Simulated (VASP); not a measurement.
Here is a VASP 6.6.1 calculation.

Contents of INCAR:

```
SYSTEM = H21ClO10
ALGO = Normal
EDIFF = 1E-7
ENCUT = 520
GGA = PS
ISIF = 2
ISMEAR = -1
LASPH = .True.
LCHARG = .False.
LREAL = Auto
LWAVE = .False.
NBANDS = 66
NELM = 80
PREC = Accurate
SIGMA = 0.05
```

The input KPOINTS:

```
k-points
0
Gamma
  1 1 1
  0 0 0
```

POSCAR

```
H21ClO10
1.0
    7.0540040000      0.0000000000      0.0000000000
    0.0000000000      7.0540040000      0.0000000000
    0.0000000000      0.0000000000      7.0540040000
O H Cl
10 21 1
Direct
    0.1650551942      0.8284089433      0.2277146426
    0.5338670066      0.7197897818      0.3029201571
    0.0515168406      0.3363621569      0.6642468589
   -0.0929968285      0.3042385573      1.0109010429
    0.8516297978      0.6787067317      1.0633535223
    0.5191377833      0.1581654901      0.5731638372
    0.3110432033      0.0771334975      0.0232208544
    0.6539123029      1.0568465796      0.0936489404
    0.8063363729      0.9380771545      0.6627725190
    0.2622340447      0.9301809299      0.6951512928
    0.2340372929      0.9219019439      0.1363197412
    0.2837820903      0.7476888303      0.2609298209
    0.5413095881      0.6817971751      0.4479299983
    0.5682588215      0.8612271839      0.3168413287
   -0.0035299101      0.4200734788      0.5635664511
    0.1907852618      0.3634815064      0.6524946683
   -0.1470370587      0.4273317679      1.0591998530
   -0.0494045651      0.3343632921      0.8830162274
    0.7364611645      0.6883324705      1.1521825051
    0.9610995401      0.7419190576      1.1402743747
    0.3599090672      0.0328749459      0.6118085558
    0.6377370923      0.0738587616      0.5879355895
    0.1992343639      0.1703004421      0.0251488375
    0.4592285459      0.1060815956      0.0594414180
    0.7622479375      1.1568323466      0.0601644116
    0.6933508969      0.9376376878      0.0357669205
    0.9310740397      0.9344196573      0.6085479963
    0.8138781889      0.8490497028      0.7672805402
    0.3401897702      0.8172663355      0.6998436633
    0.2717463727      0.9849016247      0.8344338903
    0.5199741877      0.2735467686      0.6605751854
    0.4339521214      0.5441165046      0.6844339754
```

Potentials or basis: VASP PAW PBE potentials, release 64 (O, H, Cl).

The run is started by

```console
$ cat potpaw_PBE.64/O/POTCAR potpaw_PBE.64/H/POTCAR potpaw_PBE.64/Cl/POTCAR > POTCAR
$ mpirun -np 1 vasp_gam > vasp.out
```

What does it give for the largest force?

3.018 eV/Å.

Estimate the band gap on the k mesh.

4.27 eV.

What does it give for the pressure?

-2.3 GPa.

Stress tensor (GPa, compression positive):
```
-4.03 -0.23 -0.58
-0.23 -1.38  0.24
-0.58  0.24 -1.43
```

Caveat: the k points lie up to 0.89 Å⁻¹ apart; the PAW data sets were made with another functional, which shifts forces and pressure a little.
